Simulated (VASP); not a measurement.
Here is a VASP 6.6.1 calculation.

The input INCAR:

```
SYSTEM = Al
  PREC = Accurate
  ENCUT = 600
  EDIFF = 1E-6
  ISMEAR = 0
  SIGMA = 0.1
  LREAL = .FALSE.
  LASPH = .TRUE.
  NELM = 60
  ALGO = Normal
  ISIF = 3
  LWAVE = .FALSE.
  LCHARG = .FALSE.
  GGA = PS
  IBRION = 2
  NSW = 100
  EDIFFG = -0.005
```

File KPOINTS:

```
Automatic mesh
0
G
  18 18 18
  0 0 0
```

The input POSCAR:

```
Al
1.0
    0.0000000000      2.0248050000      2.0248050000
    2.0248050000      0.0000000000      2.0248050000
    2.0248050000      2.0248050000      0.0000000000
Al
1
Direct
    0.0000000000      0.0000000000      0.0000000000
```

Potentials or basis: VASP PAW PBE potentials, release 64 (Al).

The run is started by

```bash
$ cat potpaw_PBE.64/Al/POTCAR > POTCAR
$ mpirun -np 1 vasp_std > vasp.out
```

Question: Estimate the relaxed volume.

Answer: 16.19 Å³/atom.

Question: What does it give for the relaxed cell?

Answer: a = 2.840 Å, b = 2.840 Å, c = 2.840 Å, α = 60.00°, β = 60.00°, γ = 60.00°.

Question: Estimate the space group after relaxing (to 0.05 Å).

Answer: Fm-3m (No. 225).

Final structure:
```
Al
1.0
     0.00000    2.00803    2.00803
     2.00803    0.00000    2.00803
     2.00803    2.00803    0.00000
Al
1
Direct
  0.00000 0.00000 0.00000
```

Caveat: the PAW data sets were made with another functional, which shifts forces and pressure a little.
